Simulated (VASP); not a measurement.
Write the native input for VASP 6.6.1 that does the following.

```
Task                   : relaxation of cell and atoms
Functional             : PBE
Potentials or basis    : VASP PAW PBE potentials, release 64 (Zn, Se)
Cutoff                 : 600 eV
k mesh                 : 3 × 3 × 6
Occupations            : gaussian, width 0.1 eV
Spin                   : no spin polarisation
Dipole correction      : no
Further INCAR settings : ALGO = Normal; EDIFF = 1e-06; IBRION = 2; EDIFFG = -0.04; NSW = 90; ISIF = 3
```

The structure of ZnSe5 lies in POSCAR:

```
ZnSe5
1.0
    6.4984399507      0.0000000000      0.0000000000
   -3.2492199753      5.6278140823      0.0000000000
    0.0000000000      0.0000000000      3.5910674054
Zn Se
1 5
Direct
    0.0000000000      0.0000000000      0.5000000000
    0.6885760990      0.0000000000      0.0000000000
    0.6666666667      0.3333333333      0.5000000000
    0.3114239010      0.3114239010      0.0000000000
    0.3333333333      0.6666666667      0.5000000000
    0.0000000000      0.6885760990      0.0000000000
```

One way to write it, as run:

INCAR

```
PREC = Accurate
ENCUT = 600
EDIFF = 1E-6
ISMEAR = 0
SIGMA = 0.1
LREAL = False
LASPH = True
NELM = 80
ALGO = Normal
ISIF = 3
LWAVE = False
LCHARG = False
GGA = PE
IBRION = 2
NSW = 90
EDIFFG = -0.04
```

KPOINTS

```
regular mesh
0
Gamma
  3 3 6
```

Potentials or basis: VASP PAW PBE potentials, release 64 (Zn, Se).

Launch:

```bash
$ cat potpaw_PBE.64/Zn/POTCAR potpaw_PBE.64/Se/POTCAR > POTCAR
$ mpirun -np 1 vasp_std > vasp.out
```

Results of the run:

```yaml
Relaxed_volume: 21.67 Å³/atom
Relaxed_cell: a = 6.392 Å, b = 6.392 Å, c = 3.674 Å, α = 90.00°, β = 90.00°, γ = 120.00°
Space_group_after_relaxing_to_0.05_Å: P-62m (No. 189)
Energy_gained_by_relaxing: 4.4 meV/atom
Ionic_steps: 7
Pressure_after_relaxing: 0.0 GPa
Largest_force_after_relaxing: 0.018 eV/Å
Band_gap_on_the_k_mesh: zero (band 21 reaches 4.93 eV, above the bottom of band 22 at 3.36 eV)
```

Caveat: the k points lie up to 0.38 Å⁻¹ apart in the final cell.

It took 2.1 min on 1 thread of Intel(R) Xeon(R) 6975P-C (Granite Rapids) (shared host), peak memory 0.31 GiB.
